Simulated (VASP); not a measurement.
A run of VASP 6.6.1 is set up as follows.

File INCAR:

```
SYSTEM = InO3
PREC = Accurate
ENCUT = 520
EDIFF = 1E-6
ISMEAR = -1
SIGMA = 0.06122561905347299
LREAL = .FALSE.
LASPH = .TRUE.
NELM = 60
ALGO = Normal
ISIF = 2
LWAVE = .FALSE.
LCHARG = .TRUE.
GGA = PE
LELF = .TRUE.
LVHAR = .TRUE.
NBANDS = 24
```

KPOINTS

```
Automatic mesh
0
G
  26 26 26
  0 0 0
```

POSCAR

```
InO3
1.0
    4.1556029224      0.0000000000      0.0000000000
    0.0000000000      4.1556029224      0.0000000000
    0.0000000000      0.0000000000      4.1556029224
In O
1 3
Direct
    0.0000000000      0.0000000000      0.0000000000
    0.5000000000      0.0000000000      0.0000000000
    0.0000000000      0.5000000000      0.0000000000
    0.0000000000      0.0000000000      0.5000000000
```

Potentials or basis: VASP PAW PBE potentials, release 64 (In_d, O).

Run with:

```sh
$ cat potpaw_PBE.64/In_d/POTCAR potpaw_PBE.64/O/POTCAR > POTCAR
$ mpirun -np 1 vasp_std > vasp.out
```

(1) What does it give for the pressure?

(2) Estimate the band gap on the k mesh.

## Answers

(1) 3.1 GPa.

(2) zero (an odd number of electrons rules out a gap without spin polarisation).

Caveat: the cell stands under pressure; spin-orbit coupling is left out, which moves the levels of the heavy elements; an odd number of electrons without spin polarisation forces a metal; a magnetic or distorted state may lie lower.
